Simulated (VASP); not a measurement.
Runs of VASP 6.6.1 on RbCdI3. The structure is that of space group Pm-3m (No. 221), or close to it. The cells are those of the table. 

```tsv
level	cell	gap on the mesh (eV)	pressure (GPa)
PBE	a = 5.951 Å, 5 atoms	none	0.7
r2SCAN	a = 5.832, b = 5.832, c = 6.046 Å, 5 atoms	(a)	0.7
PBE	a = 5.653 Å, 5 atoms	none	5.6
r2SCAN	a = 5.653 Å, 5 atoms	(b)	(c)
r2SCAN	a = 5.713, b = 5.951, c = 5.951 Å, 5 atoms	0.20	1.2
r2SCAN	a = 6.040 Å, 5 atoms	0.11	-0.8
r2SCAN	a = 5.951 Å, 5 atoms	0.16	0.1
```

Alike in all rows: task single point; potentials or basis VASP PAW PBE potentials, release 64 (Rb_sv, Cd, I); no spin polarisation; k mesh 4 × 4 × 4; cutoff (eV) 520; smearing fermi-dirac 0.02 eV.

Task: Estimate the missing entries.

Result: (a) 0.15; (b) 0.31; (c) 5.1.

Caveats: semilocal functionals underestimate gaps, and a narrow one can read as zero; spin-orbit coupling is left out, which moves the levels of the heavy elements; the PAW data sets were made with another functional, which shifts forces and pressure a little (at least some runs); the cell stands under pressure (at least some runs).

A k mesh can miss the band edges, and the runs leave out spin-orbit coupling on Cd, I, Rb.

A gap of «none» marks levels without a gap at the run's occupations.
